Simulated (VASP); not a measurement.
The system is Mg3TiN.

```xyz
5
Lattice="4.1782 0.0000 0.0000 0.0000 4.1782 0.0000 0.0000 0.0000 4.1782" Properties=species:S:1:pos:R:3 pbc="T T T"
Mg    2.0891    2.0891    0.0000
Mg    0.0000    2.0891    2.0891
Mg    2.0891    0.0000    2.0891
Ti    0.0000    0.0000    0.0000
N     2.0891    2.0891    2.0891
```

```yaml
Program: VASP 6.6.1
Task: relaxation of cell and atoms
Functional: PBE
Potentials_or_basis: VASP PAW PBE potentials, release 64 (Mg, Ti_sv, N)
Cutoff: 600 eV
k_mesh: 4 × 4 × 4
Occupations: gaussian, width 0.1 eV
Spin: collinear spin, ferromagnetic start
Starting_moments: "[0.0, 0.0, 0.0, 1.0, 0.0] μB"
```

At the start: pressure 12.0 GPa; volume 14.59 Å³/atom.

Problem. Where does the relaxation end?

Solution. Over 3 steps the energy falls by 66.5 meV/atom and the volume is 16.55 Å³/atom (+13.4 %); space group Pm-3m (No. 221, to 0.05 Å); moment 0.10 μB per cell.

Step by step:
```tsv
step	energy change (eV)	largest force (eV/Å)	pressure (GPa)	volume (Å³)
1	0.0000	0.0000	12.00	72.94
2	-0.3184	0.0000	-1.90	85.10
3	-0.3325	0.0000	0.05	82.74
```

Final structure:
```yaml
crystal:
  lattice:
    - [4.35753, 0.00000, 0.00000]
    - [0.00000, 4.35753, 0.00000]
    - [0.00000, 0.00000, 4.35753]
  atoms:
    - { symbol: Mg, position: [0.50000, 0.50000, 0.00000] }
    - { symbol: Mg, position: [0.00000, 0.50000, 0.50000] }
    - { symbol: Mg, position: [0.50000, 0.00000, 0.50000] }
    - { symbol: Ti, position: [0.00000, 0.00000, 0.00000] }
    - { symbol: N, position: [0.50000, 0.50000, 0.50000] }
```

Caveat: the k points lie up to 0.36 Å⁻¹ apart in the final cell.
